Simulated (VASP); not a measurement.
# ZrGa2Se2 (P6/mmm) in VASP: a series of runs

ZrGa2Se2 is run at these levels: PBE; tasks: single point, relaxation of cell and atoms.

Program: VASP 6.6.1. These are calculated values, not measurements. Logs are shortened: lines on timing, memory, paths and dates and some standing lists are left out, and cuts for length are marked.

## Step 1: The cell of the first run

Symmetry: P6/mmm, No. 191, hexagonal system. The conventional cell has a = 4.161 Å, b = 4.161 Å, c = 7.179 Å, α = 90.00°, β = 90.00°, γ = 120.00°. Zr (site symmetry 6/mmm) has 6 Se at 2.40 Å within 3.2 Å. Within 3.2 Å of Ga (site symmetry -6m2) lie 3 Ga at 2.40 Å. Se (site symmetry -6m2) has 3 Se at 2.40 Å and 3 Zr at 2.40 Å within 3.2 Å.

## Step 2: Single point, PBE

Input file INCAR:

```
SYSTEM = ZrGa2Se2
PREC = Accurate ; ENCUT = 520
EDIFF = 1E-6 ; ISMEAR = 0
SIGMA = 0.1 ; LREAL = .False.
LASPH = .True. ; NELM = 80
ALGO = Normal ; ISIF = 2
LWAVE = .False. ; LCHARG = .True.
GGA = PE ; LELF = .True.
LVHAR = .True. ; NBANDS = 33
```

Input file KPOINTS:

```
Automatic mesh
0
Gamma
  6 6 4
  0 0 0
```

Input file POSCAR:

```
ZrGa2Se2
1.0
    4.1609433100      0.0000000000      0.0000000000
   -2.0804716600      3.6034826100      0.0000000000
    0.0000000000      0.0000000000      7.1793665600
Zr Ga Se
1 2 2
Direct
    0.0000000000      0.0000000000      0.0000000000
    0.3333333300      0.6666666700      0.5000000000
    0.6666666700      0.3333333300      0.5000000000
    0.3333333300      0.6666666700      0.0000000000
    0.6666666700      0.3333333300      0.0000000000
```

Potentials or basis: VASP PAW PBE potentials, release 64 (Zr_sv, Ga_d, Se).

Launch:

```bash
$ cat potpaw_PBE.64/Zr_sv/POTCAR potpaw_PBE.64/Ga_d/POTCAR potpaw_PBE.64/Se/POTCAR > POTCAR
$ mpirun -np 1 vasp_std > vasp.out
```

OUTCAR:

```text
SYSTEM = ZrGa2Se2
   PREC = Accurate
   ENCUT = 520
   EDIFF = 1E-6
   ISMEAR = 0
   LREAL = .False.
   LASPH = .True.
   NELM = 80
   ISIF = 2
   GGA = PE

 ion  position               nearest neighbor table
   1  0.000  0.000  0.000-   4 2.40   5 2.40   5 2.40   4 2.40   5 2.40   4 2.40
   2  0.333  0.667  0.500-   3 2.40   3 2.40   3 2.40
   3  0.667  0.333  0.500-   2 2.40   2 2.40   2 2.40
   4  0.333  0.667  0.000-   5 2.40   5 2.40   1 2.40   1 2.40   1 2.40   5 2.40
   5  0.667  0.333  0.000-   4 2.40   4 2.40   1 2.40   1 2.40   1 2.40   4 2.40

  LATTYP: Found a hexagonal cell.
 ALAT       =     4.1609433100
 C/A-ratio  =     1.7254180183

  Lattice vectors:

 A1 = (   4.1609433100,   0.0000000000,   0.0000000000)
 A2 = (  -2.0804716600,   3.6034826100,   0.0000000000)
 A3 = (   0.0000000000,   0.0000000000,   7.1793665600)

Analysis of symmetry for initial positions (statically):
=====================================================================
 Subroutine PRICEL returns:
 Original cell was already a primitive cell.

 Routine SETGRP: Setting up the symmetry group for a
 hexagonal supercell.

 Subroutine GETGRP returns: Found 24 space group operations
 (whereof 24 operations were pure point group operations)
 out of a pool of 24 trial point group operations.

The static configuration has the point symmetry D_6h.

Analysis of symmetry for dynamics (positions and initial velocities):
=====================================================================
 Subroutine PRICEL returns:
 Original cell was already a primitive cell.

 Routine SETGRP: Setting up the symmetry group for a
 hexagonal supercell.

 Subroutine GETGRP returns: Found 24 space group operations
 (whereof 24 operations were pure point group operations)
 out of a pool of 24 trial point group operations.

The dynamic configuration has the point symmetry D_6h.

 Subroutine INISYM returns: Found 24 space group operations
 (whereof 24 operations are pure point group operations),
 and found     1 'primitive' translations

----------------------------------------------------------------------------------------

                                     Primitive cell

  volume of cell :     107.6466

  direct lattice vectors                    reciprocal lattice vectors
     4.160943310  0.000000000  0.000000000     0.240330119  0.138754659  0.000000000
    -2.080471660  3.603482610  0.000000000     0.000000000  0.277509318  0.000000000
     0.000000000  0.000000000  7.179366560     0.000000000  0.000000000  0.139288054

  length of vectors
     4.160943310  4.160943312  7.179366560     0.277509318  0.277509318  0.139288054

  position of ions in fractional coordinates (direct lattice)
     0.000000000  0.000000000  0.000000000
     0.333333330  0.666666670  0.500000000
     0.666666670  0.333333330  0.500000000
     0.333333330  0.666666670  0.000000000
     0.666666670  0.333333330  0.000000000

  ion indices of the primitive-cell ions
   primitive index   ion index
                 1           1
                 2           2
                 3           3
                 4           4
                 5           5

----------------------------------------------------------------------------------------

 KPOINTS: Automatic mesh

Automatic generation of k-mesh.
 Grid dimensions read from file:
 generate k-points for:    6    6    4

 Generating k-lattice:

  Cartesian coordinates                     Fractional coordinates (reciprocal lattice)
     0.040055020  0.023125777  0.000000000     0.166666667  0.000000000  0.000000000
     0.000000000  0.046251553  0.000000000     0.000000000  0.166666667  0.000000000
     0.000000000  0.000000000  0.034822014     0.000000000  0.000000000  0.250000000

  Length of vectors
     0.046251553  0.046251553  0.034822014

  Shift w.r.t. Gamma in fractional coordinates (k-lattice)
     0.000000000  0.000000000  0.000000000

 Subroutine IBZKPT returns following result:
 ===========================================

 Found     21 irreducible k-points:

 Following reciprocal coordinates:
            Coordinates               Weight
  0.000000  0.000000  0.000000      1.000000
  0.166667  0.000000  0.000000      6.000000
  0.333333  0.000000  0.000000      6.000000
  0.500000  0.000000  0.000000      3.000000
  0.166667  0.166667  0.000000      6.000000
  0.333333  0.166667  0.000000     12.000000
[... 13 lines left out ...]
  0.333333  0.166667  0.500000     12.000000
  0.333333  0.333333  0.500000      2.000000
   k-points           NKPTS =     21   k-points in BZ     NKDIM =     21   number of bands    NBANDS=     33
   number of dos      NEDOS =    301   number of ions     NIONS =      5
   total plane-waves  NPLWV =  55296
   dimension x,y,z NGX =    32 NGY =   32 NGZ =   54
   dimension x,y,z NGXF=    64 NGYF=   64 NGZF=  108
   ions per type =               1   2   2
   NGX,Y,Z   is equivalent  to a cutoff of  12.79, 12.79, 12.50 a.u.
[... 32 lines left out ...]
  volume/ion in A,a.u.               =      21.53       145.29
  Fermi-wavevector in a.u.,A,eV,Ry     =   1.267841  2.395872 21.870280  1.607420
  Thomas-Fermi vector in A             =   2.400967
   LORBIT       =      0    0 simple, 1 ext, 2 COOP (PROOUT), +10 PAW based schemes
   GGA     = PE    functional components
   LHFCALC =     F    Hartree Fock is set to
   AEXX    =    0.0000 exact exchange contribution
   IVDW    =     0    specifies the selected vdW correction
   LEPSILON=     F    determine dielectric tensor
   LRPA    =     F    only Hartree local field effects (RPA)
 non-spin polarized calculation
 Gauss-broadening in eV      SIGMA  =   0.10
  energy-cutoff  :      520.00
  volume of cell :      107.65
 maximum number of plane-waves:      2909
 NGX is ok and might be reduce to    32
   NGX = 15   NGY = 15   NGZ = 27

 number of electron      49.9999991 magnetization

 Free energy of the ion-electron system (eV)
  ---------------------------------------------------
  ext. energy  EPLUGINS =         0.00000000
  ---------------------------------------------------
  free energy    TOTEN  =       -16.14073350 eV

  energy without entropy =      -16.12064090  energy(sigma->0) =      -16.13068720

 E-fermi :   5.9265     XC(G=0): -10.0698

 val. band max:        5.9014556569   @ k =   0.1667   0.0000   0.5000
 cond. band min:       5.9279882668   @ k =   0.3333   0.1667   0.2500
 fundamental gap:      0.0265326099
 Fermi energy:         5.9265073419

 k-point     1 :       0.0000    0.0000    0.0000
  band No.  band energies     occupation
      1     -43.0120      2.00000
      2     -21.4771      2.00000
      3     -21.4771      2.00000
      4     -21.2503      2.00000
      5     -12.1411      2.00000
      6      -9.1002      2.00000
[... 25 lines left out ...]
     32      11.1903      0.00000
     33      11.8284      0.00000

 k-point     2 :       0.1667    0.0000    0.0000
  band No.  band energies     occupation
      1     -43.0091      2.00000
      2     -21.5734      2.00000
      3     -21.4964      2.00000
      4     -21.2458      2.00000
      5     -11.6949      2.00000
      6      -9.0966      2.00000
[... 25 lines left out ...]
     32      12.2738      0.00000
     33      12.3513      0.00000

 k-point     3 :       0.3333    0.0000    0.0000
  band No.  band energies     occupation
      1     -43.0032      2.00000
      2     -21.7548      2.00000
      3     -21.5346      2.00000
      4     -21.2367      2.00000
      5     -10.5726      2.00000
      6      -9.1188      2.00000
[... 25 lines left out ...]
     32      11.8306      0.00000
     33      11.9310      0.00000

 k-point     4 :       0.5000    0.0000    0.0000
  band No.  band energies     occupation
      1     -43.0003      2.00000
      2     -21.8407      2.00000
      3     -21.5535      2.00000
      4     -21.2321      2.00000
      5      -9.3112      2.00000
      6      -9.1993      2.00000
[... 565 lines left out ...]
     32      11.0454      0.00000
     33      11.4598      0.00000

 k-point    20 :       0.3333    0.1667    0.5000
  band No.  band energies     occupation
      1     -43.0003      2.00000
      2     -21.7941      2.00000
      3     -21.6038      2.00000
      4     -21.2321      2.00000
      5      -9.7169      2.00000
      6      -9.1748      2.00000
[... 25 lines left out ...]
     32      10.4227      0.00000
     33      11.5071      0.00000

 k-point    21 :       0.3333    0.3333    0.5000
  band No.  band energies     occupation
      1     -42.9988      2.00000
      2     -21.7269      2.00000
      3     -21.7269      2.00000
      4     -21.2299      2.00000
      5      -9.2067      2.00000
      6      -9.0367      2.00000
[... 25 lines left out ...]
     32       9.9832      0.00000
     33      10.1290      0.00000

------------------------ aborting loop because EDIFF is reached ----------------------------------------

  FORCE on cell =-STRESS in cart. coord.  units (eV):
  Direction    XX          YY          ZZ          XY          YZ          ZX
  --------------------------------------------------------------------------------------
  -------------------------------------------------------------------------------------
  Total       40.7911705     40.7911705     -2.8580516     -0.0000001      0.0000000      0.0000000
  in kB      607.1225898    607.1225897    -42.5383157     -0.0000008      0.0000000      0.0000000
  external PRESSURE =     390.5689546 kB  Pullay stress =       0.0000000 kB

 VOLUME and BASIS-vectors are now :
 -----------------------------------------------------------------------------
  energy-cutoff  :      520.00
  volume of cell :      107.65
      direct lattice vectors                 reciprocal lattice vectors
     4.160943310  0.000000000  0.000000000     0.240330119  0.138754659  0.000000000
    -2.080471660  3.603482610  0.000000000     0.000000000  0.277509318  0.000000000
     0.000000000  0.000000000  7.179366560     0.000000000  0.000000000  0.139288054

 POSITION                                       TOTAL-FORCE (eV/Angst)
 -----------------------------------------------------------------------------------
      0.00000      0.00000      0.00000         0.000000      0.000000      0.000000
     -0.00000      2.40232      3.58968         0.000000     -0.000000      0.000000
      2.08047      1.20116      3.58968        -0.000000      0.000000     -0.000000
     -0.00000      2.40232      0.00000        -0.000000     -0.000000     -0.000000
      2.08047      1.20116      0.00000         0.000000     -0.000000      0.000000
 -----------------------------------------------------------------------------------
    total drift:                               -0.000000      0.000000      0.000000

  FREE ENERGIE OF THE ION-ELECTRON SYSTEM (eV)
  ---------------------------------------------------
  free  energy   TOTEN  =       -16.1407334951 eV

  energy  without entropy=      -16.1206408986  energy(sigma->0) =      -16.13068720
```

It took 35 s on 1 thread of Intel Xeon 6975P-C (Granite Rapids), shared host; peak memory 0.26 GiB.

What came out:

```
Free energy            : -16.1407 eV
Pressure               : 39.1 GPa
Band gap on the k mesh : zero (band 25 reaches 7.20 eV, above the bottom of band 26 at 5.12 eV)
```

Stress tensor (GPa, compression positive):
```
60.71  0.00  0.00
 0.00 60.71  0.00
 0.00  0.00 -4.25
```

## Step 3: Single point, PBE

This run uses another cell than the first one, of 23.20 Å³/atom, 1.078 times its volume.

Input file INCAR:

```
  ALGO = Normal
  EDIFF = 1E-7
  ENCUT = 520
  GGA = PE
  ISIF = 2
  ISMEAR = 0
  LASPH = True
  LCHARG = True
  LELF = True
  LREAL = False
  LVHAR = True
  LWAVE = False
  NBANDS = 33
  NELM = 80
  PREC = Accurate
  SIGMA = 0.1
```

Input file KPOINTS:

```
k-points
0
Gamma
  6 6 4
```

Input file POSCAR:

```
ZrGa2Se2
1.0
    4.8998876803      0.0000000034      0.0000000000
   -2.4499438431      4.2434272051      0.0000000000
    0.0000000000      0.0000000000      5.5798082985
Zr Ga Se
1 2 2
Direct
    0.0000000000      0.0000000000      0.0000000000
    0.3333333333      0.6666666667      0.5000000000
    0.6666666667      0.3333333333      0.5000000000
    0.3333333333      0.6666666667      0.0000000000
    0.6666666667      0.3333333333      0.0000000000
```

Potentials or basis: VASP PAW PBE potentials, release 64 (Zr_sv, Ga_d, Se).

Launch:

```bash
$ cat potpaw_PBE.64/Zr_sv/POTCAR potpaw_PBE.64/Ga_d/POTCAR potpaw_PBE.64/Se/POTCAR > POTCAR
$ mpirun -np 1 vasp_std > vasp.out
```

Wall time 43 s (1 thread of Intel Xeon 6975P-C (Granite Rapids), shared host); peak memory 0.26 GiB.

Results (log left out):

```
Free energy            : -22.2843 eV
Pressure               : 0.2 GPa
Band gap on the k mesh : zero (band 25 reaches 6.53 eV, above the bottom of band 26 at 4.99 eV)
```

Stress tensor (GPa, compression positive):
```
0.27 0.00 0.00
0.00 0.27 0.00
0.00 0.00 0.02
```

Levels at points of the mesh, in eV from the Fermi level:
```tsv
k point	band 22	band 23	band 24	band 25	band 26	band 27	band 28	band 29
(0.00, 0.00, 0.00)	-1.21	-1.21	-0.80	0.41	0.41	0.73	0.87	0.87
(0.50, 0.00, 0.00)	-3.56	-1.81	-0.53	-0.31	-0.07	0.07	1.37	1.76
(0.00, 0.00, 0.50)	-1.05	-1.05	-0.72	0.02	0.02	0.14	0.14	2.57
(0.50, 0.00, 0.50)	-1.57	-1.18	-0.77	-0.48	0.37	1.21	1.35	1.57
```

## Step 4: Relaxation of cell and atoms, PBE

Input file INCAR:

```
SYSTEM = ZrGa2Se2
ALGO = Normal ; EDIFF = 1E-6
EDIFFG = -0.04 ; ENCUT = 600
GGA = PE ; IBRION = 2
ISIF = 3 ; ISMEAR = 0
LASPH = .TRUE. ; LCHARG = .FALSE.
LREAL = .FALSE. ; LWAVE = .FALSE.
NELM = 80 ; NSW = 90
PREC = Accurate ; SIGMA = 0.1
```

Input file KPOINTS:

```
k-points
0
G
  6 6 4
  0 0 0
```

Input file POSCAR:

```
ZrGa2Se2
1.0
    4.1609433100      0.0000000000      0.0000000000
   -2.0804716600      3.6034826100      0.0000000000
    0.0000000000      0.0000000000      7.1793665600
Zr Ga Se
1 2 2
Direct
    0.0000000000      0.0000000000      0.0000000000
    0.3333333300      0.6666666700      0.5000000000
    0.6666666700      0.3333333300      0.5000000000
    0.3333333300      0.6666666700      0.0000000000
    0.6666666700      0.3333333300      0.0000000000
```

Launch:

```bash
$ cat potpaw_PBE.64/Zr_sv/POTCAR potpaw_PBE.64/Ga_d/POTCAR potpaw_PBE.64/Se/POTCAR > POTCAR
$ mpirun -np 1 vasp_std > vasp.out
```

It took 9.5 min on 1 thread of Intel Xeon 6975P-C (Granite Rapids), shared host; peak memory 0.34 GiB.

Results (log left out):

```
Free energy                            : -22.2798 eV
Relaxed volume                         : 23.22 Å³/atom
Relaxed cell                           : a = 4.905 Å, b = 4.905 Å, c = 5.571 Å, α = 90.00°, β = 90.00°, γ = 120.00°
Space group after relaxing (to 0.05 Å) : P6/mmm (No. 191)
Energy gained by relaxing              : 1227.7 meV/atom
Ionic steps                            : 13
Pressure after relaxing                : 0.1 GPa
Band gap on the k mesh                 : zero (band 25 reaches 6.52 eV, above the bottom of band 26 at 4.98 eV)
```

Step by step:
| step | energy change (eV) | largest force (eV/Å) | pressure (GPa) | volume (Å³) |
| --- | --- | --- | --- | --- |
| 1 | 0.0000 | 0.0000 | 39.04 | 107.65 |
| 2 | -2.2206 | 0.0000 | -9.04 | 203.23 |
| 3 | -5.3170 | 0.0000 | -2.77 | 147.78 |
| 4 | -5.3290 | 0.0000 | -2.20 | 146.26 |
| 5 | -5.3326 | 0.0000 | -1.64 | 144.84 |
| 6 | -5.4868 | 0.0000 | -1.57 | 139.82 |
| 7 | -5.8642 | 0.0000 | -1.02 | 128.16 |
| 8 | -5.8419 | 0.0000 | 5.65 | 104.65 |
| 9 | -6.0959 | 0.0000 | 0.04 | 119.22 |
| 10 | -6.1228 | 0.0000 | 1.70 | 112.82 |
| 11 | -6.1314 | 0.0000 | 1.00 | 114.96 |
| 12 | -6.1201 | 0.0000 | -1.38 | 117.95 |
| 13 | -6.1387 | 0.0000 | 0.08 | 116.08 |

Final structure:
```cif
data_structure
_symmetry_space_group_name_H-M 'P 1'
_symmetry_Int_Tables_number 1
_cell_length_a 4.9053
_cell_length_b 4.9053
_cell_length_c 5.5708
_cell_angle_alpha 90.000
_cell_angle_beta 90.000
_cell_angle_gamma 120.000
_cell_volume 116.08
loop_
_atom_site_label
_atom_site_type_symbol
_atom_site_fract_x
_atom_site_fract_y
_atom_site_fract_z
_atom_site_occupancy
Zr1 Zr 0.00000 0.00000 0.00000 1
Ga1 Ga 0.33333 0.66667 0.50000 1
Ga2 Ga 0.66667 0.33333 0.50000 1
Se1 Se 0.33333 0.66667 0.00000 1
Se2 Se 0.66667 0.33333 0.00000 1
```

Levels at points of the mesh, in eV from the Fermi level:
```tsv
k point	band 21	band 22	band 23	band 24	band 25	band 26	band 27	band 28	band 29	band 30
(0.00, 0.00, 0.00)	-2.11	-1.22	-1.22	-0.82	0.40	0.40	0.73	0.87	0.87	3.48
(0.50, 0.00, 0.00)	-4.28	-3.57	-1.82	-0.55	-0.32	-0.06	0.06	1.35	1.74	3.38
(0.00, 0.00, 0.50)	-1.62	-1.06	-1.06	-0.70	0.01	0.01	0.13	0.13	2.56	2.65
(0.50, 0.00, 0.50)	-1.79	-1.58	-1.16	-0.77	-0.50	0.37	1.22	1.33	1.57	1.72
```

## Step 5: Single point, PBE

This run uses another cell than the first one, of 22.97 Å³/atom, 1.067 times its volume.

Input file INCAR:

```
SYSTEM = ZrGa2Se2
PREC     = Accurate       ! precision mode
ENCUT    = 520            ! plane-wave cutoff, eV
EDIFF    = 1E-6           ! SCF threshold, eV
ISMEAR   = 0              ! smearing method
SIGMA    = 0.1            ! smearing width, eV
LREAL    = .False.        ! projectors in reciprocal space
LASPH    = .True.         ! aspherical terms in the spheres
NELM     = 60             ! most SCF steps
ALGO     = Normal         ! electronic algorithm
ISIF     = 2              ! what is computed and relaxed
LWAVE    = .False.        ! write WAVECAR
LCHARG   = .False.        ! write CHGCAR
GGA      = PE             ! functional
NBANDS   = 33             ! bands
```

Input file KPOINTS:

```
regular mesh
0
Gamma
  12 12 8
  0 0 0
```

Input file POSCAR:

```
ZrGa2Se2
1.0
    4.9036204149      0.0000000000      0.0000000000
   -2.4518102075      4.2466598498      0.0000000000
    0.0000000000      0.0000000000      5.5141924330
Zr Ga Se
1 2 2
Direct
    0.0000000000      0.0000000000      0.0000000000
    0.3333333333      0.6666666667      0.5000000000
    0.6666666667      0.3333333333      0.5000000000
    0.3333333333      0.6666666667      0.0000000000
    0.6666666667      0.3333333333      0.0000000000
```

Launch:

```bash
$ cat potpaw_PBE.64/Zr_sv/POTCAR potpaw_PBE.64/Ga_d/POTCAR potpaw_PBE.64/Se/POTCAR > POTCAR
$ mpirun -np 1 vasp_std > vasp.out
```

Run time: 2.5 min. Hardware: 1 thread of Intel Xeon 6975P-C (Granite Rapids), shared host; peak memory 0.46 GiB.

The run converged. Its results:

```yaml
Free_energy: -22.3121 eV
Pressure: 0.1 GPa
Band_gap_on_the_k_mesh: zero (band 25 reaches 6.60 eV, above the bottom of band 26 at 4.97 eV)
```

Levels at points of the mesh, in eV from the Fermi level:
| k point | band 22 | band 23 | band 24 | band 25 | band 26 | band 27 | band 28 | band 29 |
| --- | --- | --- | --- | --- | --- | --- | --- | --- |
| (0.00, 0.00, 0.00) | -1.43 | -1.43 | -0.84 | 0.31 | 0.31 | 0.70 | 0.85 | 0.85 |
| (0.50, 0.00, 0.00) | -3.79 | -2.01 | -0.78 | -0.37 | -0.09 | -0.03 | 1.20 | 1.65 |
| (0.00, 0.00, 0.50) | -1.27 | -1.27 | -0.71 | -0.10 | -0.10 | 0.06 | 0.06 | 2.56 |
| (0.50, 0.00, 0.50) | -1.68 | -1.15 | -0.86 | -0.72 | 0.36 | 1.18 | 1.23 | 1.55 |

## Step 6: The runs side by side

| task | cell | k mesh | cutoff (eV) | gap on the mesh (eV) | pressure (GPa) |
| --- | --- | --- | --- | --- | --- |
| single point | a = 4.161, b = 4.161, c = 7.179 Å, angles 90.0, 90.0, 120.0°, 5 atoms | 6 × 6 × 4 | 520 | none | 39.1 |
| single point | a = 4.900, b = 4.900, c = 5.580 Å, angles 90.0, 90.0, 120.0°, 5 atoms | 6 × 6 × 4 | 520 | none | 0.2 |
| relaxation of cell and atoms | relaxed from a = 4.161, b = 4.161, c = 7.179 Å, angles 90.0, 90.0, 120.0°, 5 atoms | 6 × 6 × 4 | 600 | none | 0.1 |
| single point | a = 4.904, b = 4.904, c = 5.514 Å, angles 90.0, 90.0, 120.0°, 5 atoms | 12 × 12 × 8 | 520 | none | 0.1 |

Alike in all rows: level PBE; potentials or basis VASP PAW PBE potentials, release 64 (Zr_sv, Ga_d, Se); no spin polarisation; smearing gaussian 0.1 eV.

Absolute energies hang on the potentials; compare differences alone.
